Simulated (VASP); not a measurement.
Input of a VASP 6.6.1 run:

Contents of INCAR:

```
ALGO     = Normal         # electronic algorithm
EDIFF    = 1E-6           # SCF threshold, eV
EDIFFG   = -0.04          # ionic threshold
ENCUT    = 600            # plane-wave cutoff, eV
GGA      = PE             # functional
IBRION   = 2              # ionic algorithm
ISIF     = 3              # what is computed and relaxed
ISMEAR   = 0              # smearing method
LASPH    = True           # aspherical terms in the spheres
LCHARG   = False          # write CHGCAR
LREAL    = False          # projectors in reciprocal space
LWAVE    = False          # write WAVECAR
NELM     = 60             # most SCF steps
NSW      = 90             # ionic steps
PREC     = Accurate       # precision mode
SIGMA    = 0.1            # smearing width, eV
```

KPOINTS

```
k-points
0
Gamma
  4 4 6
```

POSCAR

```
C4N
1.0
    3.0197137100     -3.6213735000      0.0000000000
    3.0197137100      3.6213735000      0.0000000000
    0.0000000000      0.0000000000      2.7516599300
C N
4 1
Direct
    0.7327440800      0.2672559200      0.5000000000
    0.2835574700      0.2835574700      0.0000000000
    0.7164425300      0.7164425300      0.0000000000
    0.2672559200      0.7327440800      0.5000000000
    0.5000000000      0.5000000000      0.5000000000
```

Potentials or basis: VASP PAW PBE potentials, release 64 (C, N).

Run with:

```bash
$ cat potpaw_PBE.64/C/POTCAR potpaw_PBE.64/N/POTCAR > POTCAR
$ mpirun -np 1 vasp_std > vasp.out
```

**Question.** What does it give for the relaxed volume?

**Answer.** 9.42 Å³/atom.

**Question.** What does it give for the relaxed cell?

**Answer.** a = 4.533 Å, b = 4.533 Å, c = 2.561 Å, α = 90.00°, β = 90.00°, γ = 63.45°.

**Question.** Predict the space group after relaxing (to 0.05 Å).

**Answer.** Cmmm (No. 65).

The path:
```tsv
step	energy change (eV)	largest force (eV/Å)	pressure (GPa)	volume (Å³)
1	0.0000	2.2492	-20.41	60.18
3	-1.2539	0.9355	1.32	49.32
5	-0.8401	9.5591	31.49	47.93
7	-1.5644	3.0763	15.26	48.46
9	-1.6972	1.3270	8.56	49.14
11	-2.0268	4.1448	4.71	52.92
13	-2.3915	1.4440	-6.78	55.66
15	-2.9674	3.9830	-32.76	67.98
17	-3.0558	2.9277	-28.29	64.18
19	-3.9596	3.0250	-32.00	68.19
21	-3.5830	7.7249	-26.16	79.54
23	-6.6065	2.5811	-31.11	71.53
25	-3.9114	17.8298	54.46	55.99
27	-8.3005	5.1469	-8.38	63.35
29	-8.9045	1.7080	-0.88	59.89
31	-9.7028	3.6084	-16.72	59.95
33	-10.2136	0.4730	-9.55	55.85
35	-10.3686	0.9584	-2.59	53.98
37	-10.4898	0.7662	-0.11	52.65
39	-10.5436	0.6377	-2.08	52.03
41	-10.6184	0.5257	-3.05	50.48
43	-10.6465	0.4177	-0.76	49.07
45	-10.6607	0.3610	-1.54	47.64
47	-10.6642	0.0459	-0.23	47.16
48	-10.6643	0.0173	0.00	47.08
```

Caveat: the k points lie up to 0.41 Å⁻¹ apart in the final cell; the volume moved by over 15 % at a fixed basis, so the end points are rough.
